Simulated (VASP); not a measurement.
# C (Cmm2) in VASP: further runs, part 2 of 2

VASP 6.6.1. The steps go on from the part before.

### Step 3. Single point, PBE (atom 1 (C) moved +0.075 Å along Cartesian [0 0 1])

The input, INCAR:

```
SYSTEM = C
ALGO = Normal ; EDIFF = 1E-6
ENCUT = 520 ; GGA = PE
ISIF = 2 ; ISMEAR = 0
LASPH = .TRUE. ; LCHARG = .FALSE.
LREAL = .FALSE. ; LWAVE = .FALSE.
NBANDS = 26 ; NELM = 80
PREC = Accurate ; SIGMA = 0.05
```

The input, KPOINTS:

```
k-points
0
G
  6 6 6
  0 0 0
```

The input, POSCAR:

```
C
1.0
    3.5714750638      0.0000000000      0.0000000000
    0.0000000000     -3.5714750638      0.0000000000
    0.0000000000      0.0000000000     -3.5714750638
C
8
Direct
    0.5000000000      0.0000000000     -0.0209997266
    0.0000000000      0.5000000000      0.0000000000
    0.0000000000      0.0000000000      0.5000000000
    0.5000000000      0.5000000000      0.5000000000
    0.7500000000      0.7500000000      0.7500000000
    0.2500000000      0.2500000000      0.7500000000
    0.2500000000      0.7500000000      0.2500000000
    0.7500000000      0.2500000000      0.2500000000
```

Potentials or basis: VASP PAW PBE potentials, release 64 (C).

The run is started by

```console
> cat potpaw_PBE.64/C/POTCAR > POTCAR
> mpirun -np 1 vasp_std > vasp.out
```

OUTCAR:

```text
SYSTEM = C
   EDIFF = 1E-6
   ENCUT = 520
   GGA = PE
   ISIF = 2
   ISMEAR = 0
   LASPH = .TRUE.
   LREAL = .FALSE.
   NELM = 80
   PREC = Accurate

 ion  position               nearest neighbor table
   1  0.500  0.000  0.979-   5 1.50   6 1.50   7 1.59   8 1.59
   2  0.000  0.500  0.000-   5 1.55   6 1.55   7 1.55   8 1.55
   3  0.000  0.000  0.500-   5 1.55   6 1.55   7 1.55   8 1.55
   4  0.500  0.500  0.500-   5 1.55   6 1.55   7 1.55   8 1.55
   5  0.750  0.750  0.750-   1 1.50   2 1.55   3 1.55   4 1.55
   6  0.250  0.250  0.750-   1 1.50   2 1.55   3 1.55   4 1.55
   7  0.250  0.750  0.250-   2 1.55   3 1.55   4 1.55   1 1.59
   8  0.750  0.250  0.250-   2 1.55   3 1.55   4 1.55   1 1.59

  LATTYP: Found a simple cubic cell.
 ALAT       =     3.5714750638

  Lattice vectors:

 A1 = (   3.5714750638,   0.0000000000,   0.0000000000)
 A2 = (   0.0000000000,  -3.5714750638,   0.0000000000)
 A3 = (   0.0000000000,   0.0000000000,  -3.5714750638)

Analysis of symmetry for initial positions (statically):
[... 184 lines left out ...]
  free energy    TOTEN  =       -72.61900777 eV

  energy without entropy =      -72.61900777  energy(sigma->0) =      -72.61900777

 E-fermi :  10.2428     XC(G=0): -13.2310

 val. band max:        9.9613953733   @ k =   0.0000   0.0000   0.0000
 cond. band min:      13.7855374404   @ k =   0.3333   0.0000   0.0000
 fundamental gap:      3.8241420671
 Fermi energy:        10.2427707861

 k-point     1 :       0.0000    0.0000    0.0000
  band No.  band energies     occupation
      1     -11.7598      2.00000
      2      -3.3302      2.00000
      3      -3.2120      2.00000
      4      -3.0671      2.00000
      5      -3.0649      2.00000
      6      -2.9390      2.00000
[... 685 lines left out ...]
     25      21.5894      0.00000
     26      21.7983      0.00000

 [... further k-points ...]
[... 5 lines left out ...]
  --------------------------------------------------------------------------------------
  -------------------------------------------------------------------------------------
  Total        0.4181963      0.4181963      0.2630004      0.2332873      0.0000000      0.0000000
  in kB       14.7078080     14.7078080      9.2496233      8.2046267      0.0000000      0.0000000
  external PRESSURE =      12.8884131 kB  Pullay stress =       0.0000000 kB

 VOLUME and BASIS-vectors are now :
 -----------------------------------------------------------------------------
  energy-cutoff  :      520.00
  volume of cell :       45.56
      direct lattice vectors                 reciprocal lattice vectors
     3.571475064  0.000000000  0.000000000     0.279996355  0.000000000  0.000000000
     0.000000000 -3.571475064  0.000000000     0.000000000 -0.279996355  0.000000000
     0.000000000  0.000000000 -3.571475064     0.000000000  0.000000000 -0.279996355

 POSITION                                       TOTAL-FORCE (eV/Angst)
 -----------------------------------------------------------------------------------
      1.78574      0.00000     -3.49648         0.000000      0.000000     -3.294972
      0.00000     -1.78574      0.00000         0.000000      0.000000     -0.433503
      0.00000      0.00000     -1.78574         0.000000      0.000000      0.487497
      1.78574     -1.78574     -1.78574         0.000000      0.000000      0.487497
      2.67861     -2.67861     -2.67861         0.270456      0.270456      0.739477
      0.89287     -0.89287     -2.67861        -0.270456     -0.270456      0.739477
      0.89287     -2.67861     -0.89287         0.163760     -0.163760      0.637264
      2.67861     -0.89287     -0.89287        -0.163760      0.163760      0.637264
 -----------------------------------------------------------------------------------
    total drift:                                0.000000     -0.000000      0.000014

  FREE ENERGIE OF THE ION-ELECTRON SYSTEM (eV)
  ---------------------------------------------------
  free  energy   TOTEN  =       -72.6190077651 eV

  energy  without entropy=      -72.6190077651  energy(sigma->0) =      -72.61900777
```

OSZICAR:

```text
N       E                     dE             d eps       ncg     rms          rms(c)
DAV:   1     0.706722491865E+02    0.70672E+02   -0.16907E+04  2704   0.120E+03
DAV:   2    -0.699872996643E+02   -0.14066E+03   -0.13215E+03  3658   0.234E+02
DAV:   3    -0.751061852186E+02   -0.51189E+01   -0.50851E+01  3520   0.397E+01
DAV:   4    -0.751516801629E+02   -0.45495E-01   -0.45422E-01  3452   0.417E+00
DAV:   5    -0.751525118722E+02   -0.83171E-03   -0.83134E-03  3456   0.520E-01    0.111E+01
DAV:   6    -0.732508868903E+02    0.19016E+01   -0.12361E+00  3090   0.598E+00    0.661E+00
DAV:   7    -0.726123950712E+02    0.63849E+00   -0.14273E+00  3168   0.662E+00    0.150E+00
DAV:   8    -0.726187697925E+02   -0.63747E-02   -0.31091E-02  3410   0.978E-01    0.114E-01
DAV:   9    -0.726189381296E+02   -0.16834E-03   -0.77782E-04  3326   0.186E-01    0.336E-02
DAV:  10    -0.726189882916E+02   -0.50162E-04   -0.74039E-05  3410   0.565E-02    0.189E-02
DAV:  11    -0.726190047665E+02   -0.16475E-04   -0.11041E-05  3386   0.242E-02    0.622E-03
DAV:  12    -0.726190078344E+02   -0.30679E-05   -0.37195E-06  3228   0.138E-02    0.812E-04
DAV:  13    -0.726190077651E+02    0.69327E-07   -0.21666E-07  1898   0.317E-03
   1 F= -.72619008E+02 E0= -.72619008E+02  d E =-.230322E-17
```

stdout:

```text
POSCAR found type information on POSCAR C
 POSCAR found :  1 types and       8 ions
 scaLAPACK will be used
 LDA part: xc-table for (Slater+PW92), standard interpolation
 POSCAR, INCAR and KPOINTS ok, starting setup
 FFT: planning ... GRIDC
 FFT: planning ... GRID_SOFT
 FFT: planning ... GRID
 WAVECAR not read
 entering main loop
```

It took 23 s on 1 thread of Intel Xeon 6975P-C (Granite Rapids), shared host; peak memory 0.17 GiB.

What came out:

| Quantity | Value |
| --- | --- |
| Free energy | -72.6190 eV |
| Pressure | 1.3 GPa |
| Largest force | 3.295 eV/Å |
| Band gap on the k mesh | 3.82 eV |

Forces on the atoms (eV/Å):
```
C    0.000  0.000 -3.295
C    0.000  0.000 -0.434
C    0.000  0.000  0.487
C    0.000  0.000  0.487
C    0.270  0.270  0.739
C   -0.270 -0.270  0.739
C    0.164 -0.164  0.637
C   -0.164  0.164  0.637
```

Stress tensor (GPa, compression positive):
```
1.47 0.82 0.00
0.82 1.47 0.00
0.00 0.00 0.92
```

Levels at points of the mesh, in eV from the valence-band top:
```tsv
k point	band 14	band 15	band 16	band 17	band 18	band 19
(0.00, 0.00, 0.00)	-0.57	-0.28	0.00	4.09	4.23	4.46
(0.50, 0.00, 0.00)	-4.40	-4.35	-4.20	4.11	4.13	9.69
(0.00, 0.00, 0.50)	-4.51	-4.29	-4.05	4.05	4.21	9.87
(0.50, 0.50, 0.00)	-3.33	-3.26	-2.93	7.40	7.59	7.60
(0.00, 0.50, 0.50)	-3.30	-3.25	-3.10	7.32	7.45	7.69
(0.50, 0.50, 0.50)	-3.04	-2.91	-2.61	7.48	7.61	8.13
```

Caveat: the cell differs from its parent crystal (atom 1 (C) moved +0.075 Å along Cartesian [0 0 1]); forces of over 1 eV/Å act on the atoms, so gaps and moduli don't describe the material at rest. A k mesh can miss the band edges.
